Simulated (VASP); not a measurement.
Wanted: the native input for a VASP 6.6.1 run.

- Task: single point
- Functional: HSE06
- Potentials or basis: VASP PAW PBE potentials, release 64 (C, O)
- Cutoff: 520 eV
- k mesh: 4 × 4 × 2
- Occupations: gaussian, width 0.01 eV
- Spin: no spin polarisation
- Dipole correction: no
- Grid for exact exchange (PRECFOCK): Fast
- Further INCAR settings: ALGO = Normal; EDIFF = 1e-07; NBANDS = 25
- Share of exact exchange: 0.25
- Screening parameter: 0.2079 1/Å

Crystal: CO2.

```
C O
1.0
     2.64290   -2.28111    0.00000
     2.64290    2.28111    0.00000
     0.00000    0.00000    6.42703
C O
2 4
Direct
  0.00000 0.00000 0.00000
  0.50000 0.50000 0.50000
  0.79522 0.20478 0.89298
  0.20478 0.79522 0.10702
  0.70478 0.29522 0.39298
  0.29522 0.70478 0.60702
```

This cell differs from its parent crystal: uniaxial y strain -4.2%.

The input as run:

POSCAR

```
CO2
1.0
    2.6429037954     -2.2811097426      0.0000000000
    2.6429037954      2.2811097426      0.0000000000
    0.0000000000      0.0000000000      6.4270321019
C O
2 4
Direct
    0.0000000000      0.0000000000      0.0000000000
    0.5000000000      0.5000000000      0.5000000000
    0.7952221297      0.2047778703      0.8929834749
    0.2047778703      0.7952221297      0.1070165251
    0.7047778703      0.2952221297      0.3929834749
    0.2952221297      0.7047778703      0.6070165251
```

INCAR.step1

```
  ALGO = Normal
  EDIFF = 1E-5
  ENCUT = 520
  GGA = PE
  ISIF = 2
  ISMEAR = 0
  LASPH = True
  LCHARG = False
  LREAL = False
  LWAVE = True
  NBANDS = 25
  NELM = 80
  PREC = Accurate
  SIGMA = 0.01
```

INCAR.step2

```
  ALGO = Normal
  EDIFF = 1E-7
  ENCUT = 520
  GGA = PE
  HFSCREEN = 0.2079
  ISIF = 2
  ISMEAR = 0
  ISTART = 1
  LASPH = True
  LCHARG = False
  LHFCALC = True
  LREAL = False
  LWAVE = False
  NBANDS = 25
  NELM = 80
  PREC = Accurate
  PRECFOCK = Fast
  SIGMA = 0.01
```

KPOINTS

```
k-points
0
Gamma
  4 4 2
```

Potentials or basis: VASP PAW PBE potentials, release 64 (C, O).

Launch:

```console
$ cat potpaw_PBE.64/C/POTCAR potpaw_PBE.64/O/POTCAR > POTCAR
$ cp INCAR.step1 INCAR
$ mpirun -np 1 vasp_std > vasp.out
$ cp INCAR.step2 INCAR
$ mpirun -np 1 vasp_std > vasp.out
```

Results of the run:

```json
{
  "Pressure": "2.8 GPa",
  "Largest force": "0.075 eV/Å",
  "Band gap on the k mesh": "8.50 eV (least direct gap 9.18 eV)"
}
```

Caveat: the k points lie up to 0.49 Å⁻¹ apart; the cell differs from its parent crystal (uniaxial y strain -4.2%); this functional lacks dispersion, which holds the molecules together, so the pressure and a relaxed volume are unreliable; the PAW data sets were made with another functional, which shifts forces and pressure a little.

It took 5.9 min on 1 thread of Intel(R) Xeon(R) Platinum 8488C (Sapphire Rapids) (shared host), peak memory 0.3 GiB.
